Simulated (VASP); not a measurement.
Write the native input for VASP 6.6.1 that does the following.

- Task: single point
- Functional: PBEsol
- Potentials or basis: VASP PAW PBE potentials, release 64 (Hf_pv, C)
- Cutoff: 520 eV
- k mesh: 9 × 9 × 5
- Occupations: fermi-dirac, width 0.05 eV
- Spin: non-collinear spin, zero start, spin-orbit coupling
- Starting moments: [[0.0, 0.0, 0.0], [0.0, 0.0, 0.0], [0.0, 0.0, 0.0], [0.0, 0.0, 0.0]] μB
- Dipole correction: no
- Further INCAR settings: ALGO = Normal; EDIFF = 1e-06; NBANDS = 42

The structure of HfC lies in POSCAR:

```
HfC
1.0
    3.3428660531      0.0000000000      0.0000000000
   -1.6714330265      2.8950069234      0.0000000000
    0.0000000000      0.0000000000      5.2027140000
Hf C
2 2
Direct
    0.3333333333      0.6666666667      0.2500000000
    0.6666666667      0.3333333333      0.7500000000
    0.0000000000      0.0000000000      0.5000000000
    0.0000000000      0.0000000000      0.0000000000
```

These files were run (other wordings do the same):

INCAR

```
SYSTEM = HfC
ALGO = Normal
EDIFF = 1E-6
ENCUT = 520
GGA = PS
GGA_COMPAT = .FALSE.
ISIF = 2
ISMEAR = -1
LASPH = .TRUE.
LCHARG = .FALSE.
LMAXMIX = 4
LNONCOLLINEAR = .TRUE.
LORBIT = 11
LORBMOM = .TRUE.
LREAL = .FALSE.
LSORBIT = .TRUE.
LWAVE = .FALSE.
MAGMOM = 0 0 0 0 0 0 0 0 0 0 0 0
NBANDS = 42
NELM = 150
PREC = Accurate
SIGMA = 0.05
```

KPOINTS

```
k-points
0
G
  9 9 5
  0 0 0
```

Potentials or basis: VASP PAW PBE potentials, release 64 (Hf_pv, C).

The run is started by

```sh
$ cat potpaw_PBE.64/Hf_pv/POTCAR potpaw_PBE.64/C/POTCAR > POTCAR
$ mpirun -np 1 vasp_ncl > vasp.out
```

Results of the run:

| Quantity | Value |
| --- | --- |
| Pressure | -7.9 GPa |
| Net moment | 0.00 μB per cell |
| Valence electrons inside the program's atomic spheres | Hf 8.68; C 2.34 |

Caveat: the cell stands under tension; the PAW data sets were made with another functional, which shifts forces and pressure a little.

Run time: 6.6 min on 1 thread of Intel Xeon 8259CL, on a shared host, peak memory 0.36 GiB.
